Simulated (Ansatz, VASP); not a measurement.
# Two plane-wave programs on Cu

INCAR

```
SYSTEM = Cu
PREC = Accurate
ENCUT = 520
EDIFF = 1E-6
ISMEAR = 0
SIGMA = 0.15
LREAL = .False.
LASPH = .True.
NELM = 60
ALGO = Fast
ISIF = 2
LWAVE = .False.
LCHARG = .True.
GGA = PS
LELF = .True.
LVHAR = .True.
NBANDS = 18
```

Contents of KPOINTS:

```
Automatic mesh
0
Gamma
  24 24 12
  0 0 0
```

Contents of POSCAR:

```
Cu
1.0
    2.6608015033      0.0000000000      0.0000000000
   -1.3304007516      2.3043216963      0.0000000000
    0.0000000000      0.0000000000      3.9069424500
Cu
2
Direct
    0.3333333333      0.6666666667      0.2500000000
    0.6666666667      0.3333333333      0.7500000000
```

Input for Ansatz:

```yaml
crystal:
  lattice:
    - [2.6608015033, 0.0, 0.0]
    - [-1.3304007516, 2.3043216963, 0.0]
    - [0.0, 0.0, 3.90694245]
  atoms:
    - { symbol: Cu, position: [0.3333333333, 0.6666666667, 0.25] }
    - { symbol: Cu, position: [0.6666666667, 0.3333333333, 0.75] }
basis:
  ecutwfc: 420
kpoints:
  mp_grid: { grid: [24, 24, 12] }
hamiltonian:
  xc: pbesol
scf:
  occupations: { method: gaussian, width: 0.15 }
output:
  forces: true
  stress: true
  eigenvalues: true
```

Change from the starting cell: strain +0.050 along x and y, -0.050 along z, atoms carried along.

Alike in both runs: task single point; functional PBEsol; k mesh 24 × 24 × 12; occupations gaussian, width 0.15 eV; no spin polarisation.

|  | VASP | Ansatz |
| --- | --- | --- |
| version | VASP 6.6.1 | Ansatz 0.2.0 |
| potentials or method | VASP PAW PBE potentials, release 64 (Cu), cutoff 520 eV | scalar-relativistic, plane waves, PAW |
| valence electrons in the cell | 22 | 38 |

Ansatz gave:

| Property | Result |
| --- | --- |
| gap on the k mesh at the Fermi level (eV) | none |
| pressure (GPa) | -6.3 |
| traceless stress, the component that is largest in VASP (GPa) | 9.99 |

Problem. Estimate VASP's values.

Solution. gap on the k mesh at the Fermi level (eV): none; pressure (GPa): -6.1; traceless stress, the component that is largest in VASP (GPa): 9.92.

VASP's potentials were made for PBE, not for PBEsol. A gap of «none» marks a metal or a gap that the smearing closes. VASP's potentials hold 22 valence electrons a cell and Ansatz's 38, so a difference there can come from the potentials and not from the codes.
